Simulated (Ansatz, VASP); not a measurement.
**PbO in VASP and in Ansatz**

```
CELL_PARAMETERS angstrom
3.61816 0.00000 0.00000
-1.80908 3.13342 0.00000
0.00000 0.00000 6.35155
ATOMIC_POSITIONS crystal
Pb 0.33333 0.66667 0.25000
Pb 0.66667 0.33333 0.75000
O 0.00000 0.00000 0.00000
O 0.00000 0.00000 0.50000
```

Alike in both runs: task single point; functional PBEsol; k mesh 10 × 10 × 6; occupations gaussian, width 0.05 eV; no spin polarisation.

|  | VASP | Ansatz |
| --- | --- | --- |
| version | VASP 6.6.1 | Ansatz 0.2.0 |
| potentials or method | VASP PAW PBE potentials, release 64 (Pb_d, O), cutoff 600 eV | scalar-relativistic, plane waves, PAW |
| valence electrons in the cell | 40 | 40 |

|  | VASP | Ansatz | Ansatz less VASP |
| --- | --- | --- | --- |
| pressure (GPa) | -4.5 | -4.5 | +0.06 |
| traceless stress, the component that is largest in VASP (GPa) | -0.16 | -0.15 | +0.005 |

VASP's potentials were made for PBE, not for PBEsol.

Neither program's run includes spin-orbit coupling.
